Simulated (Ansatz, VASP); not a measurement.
## SiO2: VASP beside Ansatz

```xyz
6
Lattice="4.2219 0.0000 0.0000 0.0000 4.2219 0.0000 0.0000 0.0000 2.6678" Properties=species:S:1:pos:R:3 pbc="T T T"
Si    0.0000    0.0000    0.0000
Si    2.1110    2.1110    1.3339
O     1.2949    1.2949    0.0000
O     0.8161    3.4058    1.3339
O     2.9270    2.9270    0.0000
O     3.4058    0.8161    1.3339
```

Change from the starting cell: equal xx and yy strain of +1 %, PAW files.

Alike in both runs: task electric field gradients; functional PBEsol; k mesh 6 × 6 × 9; occupations fermi-dirac, width 0.03 eV; no spin polarisation.

|  | VASP | Ansatz |
| --- | --- | --- |
| version | VASP 6.6.1 | Ansatz 0.2.0 |
| potentials or method | VASP PAW PBE potentials, release 64 (Si, O) | PAW with Ansatz's default frozen-core files, scalar-relativistic |
| plane-wave cutoff (eV) | 520 | 420 |
| valence electrons in the cell | 32 | 32 |

Ansatz gave:

- gap on the k mesh at the Fermi level (eV): 5.26
- pressure (GPa): -1.9
- traceless stress, the component that is largest in VASP (GPa): 2.41
- rms of the force components (eV/Å): 0.004
- size of Vzz on the site where it differs most (V/Å²): 23.2

Problem. Estimate VASP's values.

Solution. gap on the k mesh at the Fermi level (eV): 5.27; pressure (GPa): -1.3; traceless stress, the component that is largest in VASP (GPa): 3.07; rms of the force components (eV/Å): 0.015; size of Vzz on the site where it differs most (V/Å²): 25.8.

VASP's potentials were made for PBE, not for PBEsol. Atom by atom the forces differ by 0.019 eV/Å (rms over components).
